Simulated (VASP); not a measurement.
Set up this calculation in VASP 6.6.1, as the native input.

```yaml
Task: single point
Functional: PBE
Potentials_or_basis: VASP PAW PBE potentials, release 64 (P, Ag, N)
Cutoff: 520 eV
k_mesh: 6 × 6 × 6
Occupations: fermi-dirac, width 0.1 eV
Spin: no spin polarisation
Dipole_correction: no
Further_INCAR_settings: LREAL = Auto; ALGO = Normal; EDIFF = 1e-07; NBANDS = 72
```

The structure of Ag3PN4 lies in POSCAR:

```
Ag3PN4
1.0
    6.0433380000      0.0000000000      0.0000000000
    0.0000000000      6.0433380000      0.0000000000
    0.0000000000      0.0000000000      6.0433380000
P Ag N
2 6 8
Direct
    0.0000000000      0.0000000000      0.0000000000
    0.5000000000      0.5000000000      0.5000000000
    0.5000000000      0.2500000000      0.0000000000
    0.7500000000      0.0000000000      0.5000000000
    0.5000000000      0.7500000000      0.0000000000
    0.2500000000      0.0000000000      0.5000000000
    0.0000000000      0.5000000000      0.2500000000
    0.0000000000      0.5000000000      0.7500000000
    0.3450000000      0.3450000000      0.3450000000
    0.8450000000      0.1550000000      0.1550000000
    0.6550000000      0.6550000000      0.3450000000
    0.1550000000      0.8450000000      0.1550000000
    0.3450000000      0.6550000000      0.6550000000
    0.8450000000      0.8450000000      0.8450000000
    0.6550000000      0.3450000000      0.6550000000
    0.1550000000      0.1550000000      0.8450000000
```

These files were run (other wordings do the same):

INCAR

```
PREC = Accurate
ENCUT = 520
EDIFF = 1E-7
ISMEAR = -1
SIGMA = 0.1
LREAL = Auto
LASPH = True
NELM = 80
ALGO = Normal
ISIF = 2
LWAVE = False
LCHARG = False
GGA = PE
NBANDS = 72
```

KPOINTS

```
Automatic mesh
0
Gamma
  6 6 6
```

Potentials or basis: VASP PAW PBE potentials, release 64 (P, Ag, N).

Launch:

```bash
$ cat potpaw_PBE.64/P/POTCAR potpaw_PBE.64/Ag/POTCAR potpaw_PBE.64/N/POTCAR > POTCAR
$ mpirun -np 1 vasp_std > vasp.out
```

It gave:

```yaml
Pressure: -6.1 GPa
Largest_force: 1.793 eV/Å
Band_gap_on_the_k_mesh: zero (bands 58 and 59 overlap by 0.69 eV)
```

Caveat: the cell stands under tension; forces of over 1 eV/Å act on the atoms, so gaps and moduli don't describe the material at rest.

It took 19 min on 1 thread of Intel Xeon 8259CL, with other jobs on the host, peak memory 0.44 GiB.
